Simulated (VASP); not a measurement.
ZnSnP2:

```
Zn Sn P
1.0
    -2.81272    2.81272    5.63919
     2.81272   -2.81272    5.63919
     2.81272    2.81272   -5.63919
Zn Sn P
2 2 4
Cartesian
  0.0000 2.8127 2.8196
  5.6254 0.0000 0.0000
  2.8127 0.0000 2.8196
  0.0000 0.0000 5.6392
  1.2715 1.4064 1.4098
  -1.4064 1.5412 4.2294
  4.2191 1.2715 -1.4098
  1.5412 1.4064 7.0490
```

Base run:

* Program: VASP 6.6.1
* Functional: TB-mBJ
* Potentials or basis: VASP PAW PBE potentials, release 64 (Zn, Sn_d, P)
* Cutoff: 520 eV
* k mesh: 8 × 8 × 8
* Occupations: gaussian, width 0.03 eV
* Spin: no spin polarisation

Its results: band gap on the k mesh 1.68 eV.

Problem. The run is repeated on the same cell with these changes: functional from TB-mBJ to PBEsol; further incar settings from ALGO = Normal; EDIFF = 1e-06; NBANDS = 46 to ALGO = Fast; EDIFF = 1e-06; NBANDS = 46. What comes out?

Solution. Band gap on the k mesh 0.81 eV.

Caveats: spin-orbit coupling is left out, which moves the levels of the heavy elements.
